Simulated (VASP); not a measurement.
A run of VASP 6.6.1:

File INCAR:

```
PREC = Accurate ; ENCUT = 520
EDIFF = 1E-7 ; ISMEAR = -1
SIGMA = 0.1 ; LREAL = F
LASPH = T ; NELM = 100
ALGO = Normal ; ISIF = 2
LWAVE = F ; LCHARG = F
GGA = RP ; NBANDS = 26
```

Contents of KPOINTS:

```
Automatic mesh
0
Gamma
  8 8 13
```

Contents of POSCAR:

```
Nb
1.0
    4.9119767649      0.0000000000      0.0000000000
   -2.4559883824      4.2538966612      0.0000000000
    0.0000000000      0.0000000000      2.7033283515
Nb
3
Direct
    0.0000000000      1.0000000000      1.0000000000
    0.3333333333      0.6666666667      0.5000000000
    0.6666666667      0.3333333333      0.5000000000
```

Potentials or basis: VASP PAW PBE potentials, release 64 (Nb_sv).

Launch:

```sh
$ cat potpaw_PBE.64/Nb_sv/POTCAR > POTCAR
$ mpirun -np 1 vasp_std > vasp.out
```

Hardware: 1 thread of AMD EPYC 9R45 96-Core Processor (Zen 5) (shared host).

Q: How long does it take, and how much memory?

A: Wall time 53 s on 1 thread of AMD EPYC 9R45 96-Core Processor (Zen 5) (shared host), peak memory 0.19 GiB. Counts: scf iterations 16, k points 70.
